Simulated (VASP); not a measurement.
# TiIn2Te3 in VASP: further runs

The runs below take TiIn2Te3 through single point, with PBE.

All numbers are computed with VASP 6.6.1; they aren't measurements. Logs are shortened: lines on timing, memory, paths and dates and some standing lists are left out, and cuts for length are marked.

## Step 1: The cell of the first run

The typed cell holds 6 atoms: a = 6.344 Å, b = 6.344 Å, c = 5.977 Å, α = 90.00°, β = 90.00°, γ = 120.00°.

The cell was generated, and may not be a known phase.

## Step 2: Single point, PBE

The input, INCAR:

```
PREC     = Accurate       # precision mode
ENCUT    = 520            # plane-wave cutoff, eV
EDIFF    = 1E-7           # SCF threshold, eV
ISMEAR   = 0              # smearing method
SIGMA    = 0.1            # smearing width, eV
LREAL    = False          # projectors in reciprocal space
LASPH    = True           # aspherical terms in the spheres
NELM     = 60             # most SCF steps
ALGO     = Normal         # electronic algorithm
ISIF     = 2              # what is computed and relaxed
LWAVE    = False          # write WAVECAR
LCHARG   = False          # write CHGCAR
GGA      = PE             # functional
NBANDS   = 37             # bands
```

The input, KPOINTS:

```
regular mesh
0
Gamma
  3 3 4
```

The input, POSCAR:

```
TiIn2Te3
1.0
    6.3444061323     -0.0000000029      0.0000000000
   -3.1722030637      5.4944168840      0.0000000000
    0.0000000000      0.0000000000      5.9772285876
Ti In Te
1 2 3
Direct
    0.0000000000      0.0000000000      0.5326926988
    0.6666666667      0.3333333333      1.0324508868
    0.3333333333      0.6666666667      1.0324508868
    0.5000000000      0.5000000000      0.5320141592
    0.5000000000      0.0000000000      0.5320141592
    0.0000000000      0.5000000000      0.5320141592
```

Potentials or basis: VASP PAW PBE potentials, release 64 (Ti_sv, In_d, Te).

On the command line:

```console
> cat potpaw_PBE.64/Ti_sv/POTCAR potpaw_PBE.64/In_d/POTCAR potpaw_PBE.64/Te/POTCAR > POTCAR
> mpirun -np 1 vasp_std > vasp.out
```

OUTCAR:

```text
PREC = Accurate
   ENCUT = 520
   EDIFF = 1E-7
   ISMEAR = 0
   LREAL = False
   LASPH = True
   NELM = 60
   ISIF = 2
   GGA = PE

 ion  position               nearest neighbor table
   1  0.000  0.000  0.533-   5 3.17   5 3.17   4 3.17   4 3.17   6 3.17   6 3.17
   2  0.667  0.333  0.032-   6 3.50   5 3.50   4 3.50   6 3.51   5 3.51   4 3.51   3 3.66   3 3.66
                             3 3.66
   3  0.333  0.667  0.032-   6 3.50   5 3.50   4 3.50   6 3.51   5 3.51   4 3.51   2 3.66   2 3.66
                             2 3.66
   4  0.500  0.500  0.532-   6 3.17   6 3.17   5 3.17   5 3.17   1 3.17   1 3.17   3 3.50   2 3.50
                             2 3.51   3 3.51
   5  0.500  0.000  0.532-   6 3.17   6 3.17   4 3.17   4 3.17   1 3.17   1 3.17   3 3.50   2 3.50
                             2 3.51   3 3.51
   6  0.000  0.500  0.532-   4 3.17   4 3.17   5 3.17   5 3.17   1 3.17   1 3.17   3 3.50   2 3.50
                             2 3.51   3 3.51

  LATTYP: Found a hexagonal cell.
 ALAT       =     6.3444061323
 C/A-ratio  =     0.9421257818

  Lattice vectors:

 A1 = (   6.3444061323,  -0.0000000029,   0.0000000000)
 A2 = (  -3.1722030637,   5.4944168840,   0.0000000000)
 A3 = (   0.0000000000,   0.0000000000,   5.9772285876)

Analysis of symmetry for initial positions (statically):
=====================================================================
 Subroutine PRICEL returns:
 Original cell was already a primitive cell.

 Routine SETGRP: Setting up the symmetry group for a
 hexagonal supercell.

 Subroutine GETGRP returns: Found 12 space group operations
 (whereof 12 operations were pure point group operations)
 out of a pool of 24 trial point group operations.

The static configuration has the point symmetry C_6v.

Analysis of symmetry for dynamics (positions and initial velocities):
=====================================================================
 Subroutine PRICEL returns:
 Original cell was already a primitive cell.

 Routine SETGRP: Setting up the symmetry group for a
 hexagonal supercell.

 Subroutine GETGRP returns: Found 12 space group operations
 (whereof 12 operations were pure point group operations)
 out of a pool of 24 trial point group operations.

The dynamic configuration has the point symmetry C_6v.

 Subroutine INISYM returns: Found 12 space group operations
 (whereof 12 operations are pure point group operations),
 and found     1 'primitive' translations

[... 87 lines left out ...]
   LREAL  =      F    real-space projection
   EDIFFG = 0.1E-05   stopping-criterion for IOM
   NSW    =      0    number of steps for IOM
   IBRION =     -1    ionic relax: 0-MD 1-quasi-New 2-CG
   NFREE  =      0    steps in history (QN), initial steepest desc. (CG)
   ISIF   =      2    stress and relaxation
   ISYM   =      2    0-nonsym 1-usesym 2-fastsym
   POTIM  = 0.5000    time-step for ionic-motion
   TEBEG  =    0.0;   TEEND  =   0.0 temperature during run
   PSTRESS=    0.0 pullay stress
   NELECT =      56.0000    total number of electrons
   NUPDOWN=      -1.0000    fix difference up-down
   EMIN   =  10.00;   EMAX   =-10.00  energy-range for DOS
   EFERMI =   0.00;   METHOD = LEGACY
   ISMEAR =     0;   SIGMA  =   0.10  broadening in eV -4-tet -1-fermi 0-gaus
   EFERMI_NEDOS =   21; number of points for ismear=-14 and -15
   IALGO  =     38    algorithm
   IMIX   =      4    mixing-type and parameters
     AMIX     =   0.40;   BMIX     =  1.00
     AMIX_MAG =   1.60;   BMIX_MAG =  1.00
  volume/ion in A,a.u.               =      34.73       234.35
  Fermi-wavevector in a.u.,A,eV,Ry     =   1.056493  1.996483 15.186521  1.116178
  Thomas-Fermi vector in A             =   2.191731
   LORBIT       =      0    0 simple, 1 ext, 2 COOP (PROOUT), +10 PAW based schemes
   GGA     = PE    functional components
   LHFCALC =     F    Hartree Fock is set to
   AEXX    =    0.0000 exact exchange contribution
   IVDW    =     0    specifies the selected vdW correction
   LEPSILON=     F    determine dielectric tensor
   LRPA    =     F    only Hartree local field effects (RPA)
 non-spin polarized calculation
 Gauss-broadening in eV      SIGMA  =   0.10
  energy-cutoff  :      520.00
  volume of cell :      208.36
 maximum number of plane-waves:      5628
 NGX is ok and might be reduce to    48
   NGX = 23   NGY = 23   NGZ = 23

 number of electron      55.9999992 magnetization

 Free energy of the ion-electron system (eV)
  ---------------------------------------------------
  ext. energy  EPLUGINS =         0.00000000
  ---------------------------------------------------
  free energy    TOTEN  =       -20.10599759 eV

  energy without entropy =      -20.05263944  energy(sigma->0) =      -20.07931851

 E-fermi :   5.2973     XC(G=0):  -8.7497

 val. band max:        5.2418292590   @ k =   0.0000   0.0000   0.0000
 cond. band min:       5.3373200941   @ k =   0.3333   0.0000   0.0000
 fundamental gap:      0.0954908351
 Fermi energy:         5.2973301827

 k-point     1 :       0.0000    0.0000    0.0000
  band No.  band energies     occupation
      1     -52.7313      2.00000
      2     -29.0213      2.00000
      3     -29.0213      2.00000
      4     -28.9329      2.00000
      5      -9.4283      2.00000
      6      -9.3968      2.00000
[... 349 lines left out ...]
     36       7.2583      0.00000
     37       7.6608      0.00000

------------------------ aborting loop because EDIFF is reached ----------------------------------------

  FORCE on cell =-STRESS in cart. coord.  units (eV):
  Direction    XX          YY          ZZ          XY          YZ          ZX
  --------------------------------------------------------------------------------------
  -------------------------------------------------------------------------------------
  Total       -0.0497228     -0.0497228     -0.0113543      0.0000000      0.0000000      0.0000000
  in kB       -0.3823438     -0.3823438     -0.0873088      0.0000000      0.0000000      0.0000000
  external PRESSURE =      -0.2839988 kB  Pullay stress =       0.0000000 kB

 VOLUME and BASIS-vectors are now :
 -----------------------------------------------------------------------------
  energy-cutoff  :      520.00
  volume of cell :      208.36
      direct lattice vectors                 reciprocal lattice vectors
     6.344406132 -0.000000003  0.000000000     0.157619166  0.091001468  0.000000000
    -3.172203064  5.494416884  0.000000000     0.000000000  0.182002935  0.000000000
     0.000000000  0.000000000  5.977228588     0.000000000  0.000000000  0.167301616

 POSITION                                       TOTAL-FORCE (eV/Angst)
 -----------------------------------------------------------------------------------
      0.00000      0.00000      3.18403         0.000000     -0.000000     -0.003043
      3.17220      1.83147      0.19397        -0.000000      0.000000     -0.001491
      0.00000      3.66294      0.19397         0.000000     -0.000000     -0.001491
      1.58610      2.74721      3.17997         0.000000     -0.000000      0.002008
      3.17220     -0.00000      3.17997         0.000000      0.000000      0.002008
     -1.58610      2.74721      3.17997        -0.000000      0.000000      0.002008
 -----------------------------------------------------------------------------------
    total drift:                                0.000000      0.000000     -0.000134

  FREE ENERGIE OF THE ION-ELECTRON SYSTEM (eV)
  ---------------------------------------------------
  free  energy   TOTEN  =       -20.1059975896 eV

  energy  without entropy=      -20.0526394381  energy(sigma->0) =      -20.07931851
```

stdout:

```text
POSCAR found type information on POSCAR TiInTe
 POSCAR found :  3 types and       6 ions
 scaLAPACK will be used
 LDA part: xc-table for (Slater+PW92), standard interpolation
 POSCAR, INCAR and KPOINTS ok, starting setup
 FFT: planning ... GRIDC
 FFT: planning ... GRID_SOFT
 FFT: planning ... GRID
 WAVECAR not read
 entering main loop
```

Wall time 3.2 min (1 thread of Intel Xeon Platinum 8124M at 3.00GHz (Skylake/Cascade Lake), shared host); peak memory 0.35 GiB.

Results:

| Quantity | Value |
| --- | --- |
| Free energy | -20.1060 eV |
| Pressure | 0.0 GPa |
| Largest force | 0.003 eV/Å |
| Band gap on the k mesh | zero (bands 28 and 29 overlap by 0.11 eV) |

Forces on the atoms (eV/Å):
```
Ti   0.000  0.000 -0.003
In   0.000  0.000 -0.001
In   0.000  0.000 -0.001
Te   0.000  0.000  0.002
Te   0.000  0.000  0.002
Te   0.000  0.000  0.002
```

Caveat: the k points lie up to 0.38 Å⁻¹ apart; spin-orbit coupling is left out, which moves the levels of the heavy elements.

## Step 3: Single point, PBE, collinear spin

The input, INCAR:

```
PREC = Accurate
ENCUT = 520
EDIFF = 1E-6
ISMEAR = 0
SIGMA = 0.1
LREAL = False
LASPH = True
NELM = 150
ALGO = Normal
ISIF = 2
LWAVE = False
LCHARG = False
ISPIN = 2
MAGMOM = 1 0 0 0 0 0
LORBIT = 11
LMAXMIX = 4
GGA = PE
NBANDS = 41
```

KPOINTS is that of step 2.

The input, POSCAR:

```
TiIn2Te3
1.0
    6.3444061323      0.0000000000      0.0000000000
   -3.1722030662      5.4944168825      0.0000000000
    0.0000000000      0.0000000000      5.9772285876
Ti In Te
1 2 3
Direct
    0.0000000000      0.0000000000      0.5000000000
    0.6666666667      0.3333333333      0.0000000000
    0.3333333333      0.6666666667      0.0000000000
    0.5000000000      0.5000000000      0.5000000000
    0.5000000000      0.0000000000      0.5000000000
    0.0000000000      0.5000000000      0.5000000000
```

Potentials or basis: VASP PAW PBE potentials, release 64 (Ti_sv, In_d, Te).

On the command line:

```console
> cat potpaw_PBE.64/Ti_sv/POTCAR potpaw_PBE.64/In_d/POTCAR potpaw_PBE.64/Te/POTCAR > POTCAR
> mpirun -np 1 vasp_std > vasp.out
```

It took 7 min on 1 thread of Intel Xeon Platinum 8124M at 3.00GHz (Skylake/Cascade Lake), shared host; peak memory 0.47 GiB.

The run converged. Its results:

* Free energy: -20.1060 eV
* Pressure: 0.0 GPa
* Band gap on the k mesh: zero (filled and empty bands overlap)
* Net moment: 0.00 μB per cell
* Valence electrons inside the program's atomic spheres: Ti 10.00; In 11.24; Te 3.34

Levels at points of the mesh, in eV from the Fermi level:
Spin up:
| k point | band 25 | band 26 | band 27 | band 28 | band 29 | band 30 | band 31 | band 32 |
| --- | --- | --- | --- | --- | --- | --- | --- | --- |
| (0.00, 0.00, 0.00) | -1.53 | -0.29 | -0.06 | -0.06 | 0.05 | 0.05 | 0.09 | 0.44 |
| (0.00, 0.00, 0.50) | -1.06 | -0.26 | -0.26 | -0.15 | 0.07 | 0.07 | 0.09 | 1.09 |
Spin down:
```tsv
k point	band 25	band 26	band 27	band 28	band 29	band 30	band 31	band 32
(0.00, 0.00, 0.00)	-1.53	-0.29	-0.06	-0.06	0.05	0.05	0.09	0.44
(0.00, 0.00, 0.50)	-1.06	-0.26	-0.26	-0.15	0.07	0.07	0.09	1.09
```

Caveat: the k points lie up to 0.38 Å⁻¹ apart; spin-orbit coupling is left out, which moves the levels of the heavy elements.

The gap in the log of VASP goes by the Fermi energy; the results here count the filled bands.